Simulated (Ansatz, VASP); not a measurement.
## One calculation of HfO2, two programs

INCAR

```
ALGO     = Normal         # electronic algorithm
EDIFF    = 1E-6           # SCF threshold, eV
ENCUT    = 520            # plane-wave cutoff, eV
GGA      = PE             # functional
ISIF     = 2              # what is computed and relaxed
ISMEAR   = 0              # smearing method
LASPH    = T              # aspherical terms in the spheres
LCHARG   = F              # write CHGCAR
LREAL    = F              # projectors in reciprocal space
LWAVE    = F              # write WAVECAR
NBANDS   = 18             # bands
NELM     = 80             # most SCF steps
PREC     = Accurate       # precision mode
SIGMA    = 0.05           # smearing width, eV
```

Contents of KPOINTS:

```
k-points
0
Gamma
  12 12 6
```

Contents of POSCAR:

```
HfO2
1.0
    3.2522111955      0.0000000000      0.0000000000
   -1.6261055978      2.8164975138      0.0000000000
    0.0000000000      0.0000000000      5.6017024625
Hf O
1 2
Direct
    0.0000000000      0.0000000000      0.0000000000
    0.3333333333      0.6666666667      0.1731211689
    0.6666666667      0.3333333333      0.8268788311
```

Input for Ansatz:

```yaml
crystal:
  lattice:
    - [3.252211195514, 2.886747970106e-11, 0.0]
    - [-1.626105597782, 2.816497513773, 0.0]
    - [0.0, 0.0, 5.6017024625]
  atoms:
    - { symbol: Hf, position: [0.0, 0.0, 0.0] }
    - { symbol: O, position: [0.3333333333333, 0.6666666666667, 0.1731211689] }
    - { symbol: O, position: [0.6666666666667, 0.3333333333333, 0.8268788311] }
basis:
  ecutwfc: 420
  ecutrho_ratio: 4
kpoints:
  mp_grid: { grid: [12, 12, 6] }
hamiltonian:
  xc: pbe
scf:
  occupations: { method: gaussian, width: 0.05 }
output:
  forces: true
  stress: true
  write_density: true
  write_potential: true
  elf: true
  volumetric_format: npy
accuracy: medium
```

Alike in both runs: task single point; functional PBE; k mesh 12 × 12 × 6; occupations gaussian, width 0.05 eV; no spin polarisation.

|  | VASP | Ansatz |
| --- | --- | --- |
| version | VASP 6.6.1 | Ansatz 0.2.0 |
| potentials or method | VASP PAW PBE potentials, release 64 (Hf_pv, O), cutoff 520 eV | scalar-relativistic, plane waves, PAW |
| valence electrons in the cell | 22 | 38 |

VASP gave:

* gap on the k mesh at the Fermi level (eV): 4.77
* pressure (GPa): -2.0
* traceless stress, the component that is largest in VASP (GPa): 0.74
* rms of the force components (eV/Å): 0.094

Q: Which values does Ansatz return?

A: gap on the k mesh at the Fermi level (eV): 4.76; pressure (GPa): 0.0; traceless stress, the component that is largest in VASP (GPa): 0.02; rms of the force components (eV/Å): 0.000.

Atom by atom the forces differ by 0.094 eV/Å (rms over components). With one functional, cell and mesh, what is left measures potentials, basis and numerics. VASP's potentials hold 22 valence electrons a cell and Ansatz's 38, so a difference there can come from the potentials and not from the codes.

Spin-orbit coupling is off throughout.
